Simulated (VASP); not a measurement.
Runs of VASP 6.6.1 on MgO. The structure is that of space group R-3m (No. 166), or close to it. The cells are those of the table. 

```tsv
cell	gap on the mesh (eV)	pressure (GPa)
a = 2.878 Å, angles 67.3°, 2 atoms	3.33	-6.2
a = 2.711 Å, angles 82.7°, 2 atoms	2.28	-7.6
a = 3.102 Å, angles 56.6°, 2 atoms	3.92	-6.2
a = 2.769 Å, angles 75.3°, 2 atoms	2.57	(b)
a = 3.232 Å, angles 52.2°, 2 atoms	(d)	-5.5
a = 3.803 Å, angles 38.9°, 2 atoms	none	12.5
a = 2.951 Å, angles 63.2°, 2 atoms	3.85	(a)
a = 3.468 Å, angles 45.7°, 2 atoms	(c)	-1.4
a = 4.151 Å, angles 33.6°, 2 atoms	none	28.8
```

Alike in all rows: task single point; level PBEsol; potentials or basis VASP PAW PBE potentials, release 64 (Mg, O); no spin polarisation; k mesh 10 × 10 × 10; cutoff (eV) 520; smearing gaussian 0.05 eV.

Question: Estimate the missing entries.

Answer: (a) -6.3; (b) -6.4; (c) 0.20; (d) 2.94.

Caveats: the PAW data sets were made with another functional, which shifts forces and pressure a little.

A k mesh can miss the band edges.

A gap of «none» marks levels without a gap at the run's occupations.
